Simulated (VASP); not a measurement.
# Ag (Im-3m) in VASP: a series of runs

Runs on Ag. Level: BLYP. Tasks: single point.

All numbers are computed with VASP 6.6.1; they aren't measurements. Logs are shortened: lines on timing, memory, paths and dates and some standing lists are left out, and cuts for length are marked.

### 1 The cell of the first run

It takes space group Im-3m (No. 229, cubic). The conventional cell has a = 3.391 Å, b = 3.391 Å, c = 3.391 Å, α = 90.00°, β = 90.00°, γ = 90.00°. Within 3.9 Å of Ag (site symmetry m-3m) lie 14 Ag at 2.94 to 3.39 Å.

### 2 Single point, BLYP

Input file INCAR:

```
  AGGAC = 1.0
  AGGAX = 1.0
  ALDAC = 0.0
  ALDAX = 1.0
  ALGO = Normal
  EDIFF = 1E-7
  ENCUT = 520
  GGA = B5
  ISIF = 2
  ISMEAR = -1
  LASPH = True
  LCHARG = False
  LREAL = False
  LWAVE = False
  NBANDS = 12
  NELM = 100
  PREC = Accurate
  SIGMA = 0.1
```

Input file KPOINTS:

```
k-points
0
Gamma
  14 14 14
```

Input file POSCAR:

```
Ag
1.0
   -1.6956316441      1.6956316441      1.6956316441
    1.6956316441     -1.6956316441      1.6956316441
    1.6956316441      1.6956316441     -1.6956316441
Ag
1
Direct
    0.0000000000      0.0000000000      0.0000000000
```

Potentials or basis: VASP PAW PBE potentials, release 64 (Ag).

Started as:

```console
> cat potpaw_PBE.64/Ag/POTCAR > POTCAR
> mpirun -np 1 vasp_std > vasp.out
```

OUTCAR:

```text
EDIFF = 1E-7
   ENCUT = 520
   GGA = B5
   ISIF = 2
   ISMEAR = -1
   LASPH = True
   LREAL = False
   NELM = 100
   PREC = Accurate

 ion  position               nearest neighbor table
   1  0.000  0.000  0.000-

  LATTYP: Found a body centered cubic cell.
 ALAT       =     3.3912632882

  Lattice vectors:

 A1 = (  -1.6956316441,   1.6956316441,   1.6956316441)
 A2 = (   1.6956316441,  -1.6956316441,   1.6956316441)
 A3 = (   1.6956316441,   1.6956316441,  -1.6956316441)

Analysis of symmetry for initial positions (statically):
=====================================================================
 Subroutine PRICEL returns:
 Original cell was already a primitive cell.

 Routine SETGRP: Setting up the symmetry group for a
 body centered cubic supercell.

 Subroutine GETGRP returns: Found 48 space group operations
 (whereof 48 operations were pure point group operations)
 out of a pool of 48 trial point group operations.

The static configuration has the point symmetry O_h .

Analysis of symmetry for dynamics (positions and initial velocities):
=====================================================================
 Subroutine PRICEL returns:
 Original cell was already a primitive cell.

 Routine SETGRP: Setting up the symmetry group for a
 body centered cubic supercell.

 Subroutine GETGRP returns: Found 48 space group operations
 (whereof 48 operations were pure point group operations)
 out of a pool of 48 trial point group operations.

The dynamic configuration has the point symmetry O_h .

 Subroutine INISYM returns: Found 48 space group operations
 (whereof 48 operations are pure point group operations),
 and found     1 'primitive' translations

----------------------------------------------------------------------------------------

                                     Primitive cell

  volume of cell :      19.5009

  direct lattice vectors                    reciprocal lattice vectors
    -1.695631644  1.695631644  1.695631644     0.000000000  0.294875365  0.294875365
     1.695631644 -1.695631644  1.695631644     0.294875365  0.000000000  0.294875365
     1.695631644  1.695631644 -1.695631644     0.294875365  0.294875365  0.000000000

  length of vectors
     2.936920159  2.936920159  2.936920159     0.417016740  0.417016740  0.417016740

  position of ions in fractional coordinates (direct lattice)
     0.000000000  0.000000000  0.000000000

  ion indices of the primitive-cell ions
   primitive index   ion index
                 1           1

----------------------------------------------------------------------------------------

 KPOINTS: k-points

Automatic generation of k-mesh.
 Grid dimensions read from file:
 generate k-points for:   14   14   14

 Generating k-lattice:

  Cartesian coordinates                     Fractional coordinates (reciprocal lattice)
     0.000000000  0.021062526  0.021062526     0.071428571  0.000000000  0.000000000
     0.021062526  0.000000000  0.021062526     0.000000000  0.071428571  0.000000000
     0.021062526  0.021062526  0.000000000     0.000000000  0.000000000  0.071428571

  Length of vectors
     0.029786910  0.029786910  0.029786910

  Shift w.r.t. Gamma in fractional coordinates (k-lattice)
     0.000000000  0.000000000  0.000000000

 Subroutine IBZKPT returns following result:
 ===========================================

 Found    104 irreducible k-points:

 Following reciprocal coordinates:
            Coordinates               Weight
  0.000000  0.000000  0.000000      1.000000
  0.071429  0.000000  0.000000     12.000000
  0.142857  0.000000  0.000000     12.000000
  0.214286  0.000000  0.000000     12.000000
  0.285714  0.000000  0.000000     12.000000
  0.357143  0.000000  0.000000     12.000000
[... 16 lines left out ...]
  0.285714  0.285714  0.000000     24.000000
  0.357143  0.285714  0.000000     24.000000
 [... further k-points ...]
   k-points           NKPTS =    104   k-points in BZ     NKDIM =    104   number of bands    NBANDS=     12
   number of dos      NEDOS =    301   number of ions     NIONS =      1
   total plane-waves  NPLWV =  13824
   dimension x,y,z NGX =    24 NGY =   24 NGZ =   24
   dimension x,y,z NGXF=    48 NGYF=   48 NGZF=   48
   ions per type =               1
   NGX,Y,Z   is equivalent  to a cutoff of  13.59, 13.59, 13.59 a.u.
   NGXF,Y,Z  is equivalent  to a cutoff of  27.17, 27.17, 27.17 a.u.
 SYSTEM =  unknown system
   PREC   = accura    normal or accurate (medium, high low for compatibility)
   ISTART =      0    job   : 0-new  1-cont  2-samecut
   ICHARG =      2    charge: 1-file 2-atom 10-const
   ISPIN  =      1    spin polarized calculation?
   LNONCOLLINEAR =      F non collinear calculations
   LSORBIT =      F    spin-orbit coupling
   LASPH  =      T    aspherical Exc in radial PAW
   ENCUT  =  520.0 eV  38.22 Ry    6.18 a.u.   5.46  5.46  5.46*2*pi/ulx,y,z
   NELM   =    100;   NELMIN=  2; NELMDL= -5     # of ELM steps
   EDIFF  = 0.1E-06   stopping-criterion for ELM
   LREAL  =      F    real-space projection
   EDIFFG = 0.1E-05   stopping-criterion for IOM
   NSW    =      0    number of steps for IOM
   IBRION =     -1    ionic relax: 0-MD 1-quasi-New 2-CG
   NFREE  =      0    steps in history (QN), initial steepest desc. (CG)
   ISIF   =      2    stress and relaxation
   ISYM   =      2    0-nonsym 1-usesym 2-fastsym
   POTIM  = 0.5000    time-step for ionic-motion
   TEBEG  =    0.0;   TEEND  =   0.0 temperature during run
   PSTRESS=    0.0 pullay stress
   NELECT =      11.0000    total number of electrons
   NUPDOWN=      -1.0000    fix difference up-down
   EMIN   =  10.00;   EMAX   =-10.00  energy-range for DOS
   EFERMI =   0.00;   METHOD = LEGACY
   ISMEAR =    -1;   SIGMA  =   0.10  broadening in eV -4-tet -1-fermi 0-gaus
   EFERMI_NEDOS =   21; number of points for ismear=-14 and -15
   IALGO  =     38    algorithm
   IMIX   =      4    mixing-type and parameters
     AMIX     =   0.40;   BMIX     =  1.00
     AMIX_MAG =   1.60;   BMIX_MAG =  1.00
  volume/ion in A,a.u.               =      19.50       131.60
  Fermi-wavevector in a.u.,A,eV,Ry     =   1.352657  2.556150 24.894305  1.829680
  Thomas-Fermi vector in A             =   2.479977
   LORBIT       =      0    0 simple, 1 ext, 2 COOP (PROOUT), +10 PAW based schemes
   GGA     = B5    functional components
   LHFCALC =     F    Hartree Fock is set to
   AEXX    =    0.0000 exact exchange contribution
   IVDW    =     0    specifies the selected vdW correction
   LEPSILON=     F    determine dielectric tensor
   LRPA    =     F    only Hartree local field effects (RPA)
 non-spin polarized calculation
  energy-cutoff  :      520.00
  volume of cell :       19.50
 maximum number of plane-waves:       543
 NGX is ok and might be reduce to    24
   NGX = 11   NGY = 11   NGZ = 11

 number of electron      11.0000000 magnetization

 Free energy of the ion-electron system (eV)
  ---------------------------------------------------
  ext. energy  EPLUGINS =         0.00000000
  ---------------------------------------------------
  free energy    TOTEN  =        -2.06977731 eV

  energy without entropy =       -2.05796154  energy(sigma->0) =       -2.06386942

 E-fermi :   7.2804     XC(G=0): -10.8716

 val. band max:        7.2373784842   @ k =   0.3571   0.0714   0.0714
 cond. band min:       7.4054374312   @ k =   0.2857   0.2143  -0.0000
 fundamental gap:      0.1680589470
 Fermi energy:         7.2803560850

 k-point     1 :       0.0000    0.0000    0.0000
  band No.  band energies     occupation
      1       0.4194      2.00000
      2       2.6415      2.00000
      3       2.6415      2.00000
      4       2.6415      2.00000
      5       3.7164      2.00000
      6       3.7164      2.00000
      7      24.9052      0.00000
      8      24.9052      0.00000
      9      24.9052      0.00000
     10      28.6986      0.00000
     11      28.6986      0.00000
     12      28.6986      0.00000

 k-point     2 :       0.0714    0.0000    0.0000
  band No.  band energies     occupation
      1       0.5708      2.00000
      2       2.6096      2.00000
      3       2.6491      2.00000
      4       2.7199      2.00000
      5       3.6824      2.00000
      6       3.7185      2.00000
      7      24.3519      0.00000
      8      24.8086      0.00000
      9      24.9670      0.00000
     10      27.4441      0.00000
     11      27.7120      0.00000
     12      27.8347      0.00000

 k-point     3 :       0.1429    0.0000    0.0000
  band No.  band energies     occupation
      1       0.9927      2.00000
      2       2.5213      2.00000
      3       2.6868      2.00000
      4       2.9461      2.00000
      5       3.6091      2.00000
      6       3.7255      2.00000
      7      22.3871      0.00000
      8      24.1331      0.00000
      9      25.1308      0.00000
     10      26.1641      0.00000
     11      26.5032      0.00000
     12      27.2954      0.00000
[... 286 lines left out ...]
 k-point    23 :       0.2857    0.2857    0.0000
  band No.  band energies     occupation
      1       1.9666      2.00000
      2       2.4661      2.00000
      3       2.9636      2.00000
      4       3.6847      2.00000
      5       3.9257      2.00000
      6       9.1176      0.00000
      7      12.8759      0.00000
      8      13.5694      0.00000
      9      20.5166      0.00000
     10      26.9800      0.00000
     11      28.5191      0.00000
     12      33.2351      0.00000

 k-point    24 :       0.3571    0.2857    0.0000
  band No.  band energies     occupation
      1       1.9692      2.00000
      2       2.5376      2.00000
      3       2.8858      2.00000
      4       3.7504      2.00000
      5       3.8936      2.00000
      6      10.8219      0.00000
      7      11.2814      0.00000
      8      13.0597      0.00000
      9      20.4413      0.00000
     10      27.3187      0.00000
     11      28.2329      0.00000
     12      32.9662      0.00000

 [... further k-points ...]
[... 5 lines left out ...]
  --------------------------------------------------------------------------------------
  -------------------------------------------------------------------------------------
  Total        0.0098079      0.0098079      0.0098079      0.0000000      0.0000000     -0.0000000
  in kB        0.8058067      0.8058067      0.8058067      0.0000000      0.0000000     -0.0000000
  external PRESSURE =       0.8058067 kB  Pullay stress =       0.0000000 kB

 VOLUME and BASIS-vectors are now :
 -----------------------------------------------------------------------------
  energy-cutoff  :      520.00
  volume of cell :       19.50
      direct lattice vectors                 reciprocal lattice vectors
    -1.695631644  1.695631644  1.695631644     0.000000000  0.294875365  0.294875365
     1.695631644 -1.695631644  1.695631644     0.294875365  0.000000000  0.294875365
     1.695631644  1.695631644 -1.695631644     0.294875365  0.294875365  0.000000000

 POSITION                                       TOTAL-FORCE (eV/Angst)
 -----------------------------------------------------------------------------------
      0.00000      0.00000      0.00000         0.000000     -0.000000     -0.000000
 -----------------------------------------------------------------------------------
    total drift:                               -0.000000      0.000000     -0.000000

  FREE ENERGIE OF THE ION-ELECTRON SYSTEM (eV)
  ---------------------------------------------------
  free  energy   TOTEN  =        -2.0697773061 eV

  energy  without entropy=       -2.0579615380  energy(sigma->0) =       -2.06386942
```

Run time: 39 s. Hardware: 1 thread of Intel Xeon 8259CL, shared host; peak memory 0.15 GiB.

Results:

| Property | Result |
| --- | --- |
| Free energy | -2.0698 eV |
| Pressure | 0.1 GPa |

Caveat: the PAW data sets were made with another functional, which shifts forces and pressure a little.

(Continued in part 2 of 2.)
